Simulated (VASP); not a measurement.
Wanted: the native input for a VASP 6.6.1 run.

```yaml
Task: single point
Functional: r2SCAN
Potentials_or_basis: VASP PAW PBE potentials, release 64 (Na_pv, Ge_d, Cl)
Cutoff: 520 eV
k_mesh: 6 × 6 × 6
Occupations: gaussian, width 0.01 eV
Spin: no spin polarisation
Dipole_correction: no
Further_INCAR_settings: ALGO = Normal; EDIFF = 1e-06; NBANDS = 29
```

The system is NaGeCl3.

```
Na Ge Cl
1.0
     5.45041    0.00000    0.00000
     0.00000    5.45041    0.00000
     0.00000    0.00000    5.11234
Na Ge Cl
1 1 3
Direct
  0.00000 0.00000 0.00000
  0.50000 0.50000 0.50000
  0.50000 0.50000 0.00000
  0.50000 0.00000 0.50000
  0.00000 0.50000 0.50000
```

This cell differs from its parent crystal: epitaxial xy strain +5.0%.

These files were run (other wordings do the same):

POSCAR

```
NaGeCl3
1.0
    5.4504139987      0.0000000000      0.0000000000
    0.0000000000      5.4504139987      0.0000000000
    0.0000000000      0.0000000000      5.1123418075
Na Ge Cl
1 1 3
Direct
    0.0000000000      0.0000000000      0.0000000000
    0.5000000000      0.5000000000      0.5000000000
    0.5000000000      0.5000000000      0.0000000000
    0.5000000000      0.0000000000      0.5000000000
    0.0000000000      0.5000000000      0.5000000000
```

INCAR.step1

```
PREC = Accurate ; ENCUT = 520
ISMEAR = 0 ; SIGMA = 0.01
LREAL = False ; LASPH = True
NELM = 100 ; NBANDS = 29
GGA = PE ; ALGO = Normal
EDIFF = 1E-4 ; LWAVE = True
LCHARG = False
```

INCAR.step2

```
PREC = Accurate ; ENCUT = 520
EDIFF = 1E-6 ; ISMEAR = 0
SIGMA = 0.01 ; LREAL = False
LASPH = True ; NELM = 100
ALGO = Normal ; ISIF = 2
LWAVE = False ; LCHARG = False
METAGGA = R2SCAN ; LMIXTAU = True
NBANDS = 29 ; ISTART = 1
```

KPOINTS

```
Automatic mesh
0
Gamma
  6 6 6
```

Potentials or basis: VASP PAW PBE potentials, release 64 (Na_pv, Ge_d, Cl).

Command:

```sh
$ cat potpaw_PBE.64/Na_pv/POTCAR potpaw_PBE.64/Ge_d/POTCAR potpaw_PBE.64/Cl/POTCAR > POTCAR
$ cp INCAR.step1 INCAR
$ mpirun -np 1 vasp_std > vasp.out
$ cp INCAR.step2 INCAR
$ mpirun -np 1 vasp_std > vasp.out
```

Results of the run:

| Item | Value |
| --- | --- |
| Pressure | -2.1 GPa |
| Band gap on the k mesh | 1.02 eV |

Caveat: the cell differs from its parent crystal (epitaxial xy strain +5.0%); the PAW data sets were made with another functional, which shifts forces and pressure a little.

It took 8.1 min on 1 thread of Oxide Virtual Turin-like Processor, on a shared host, peak memory 0.35 GiB.
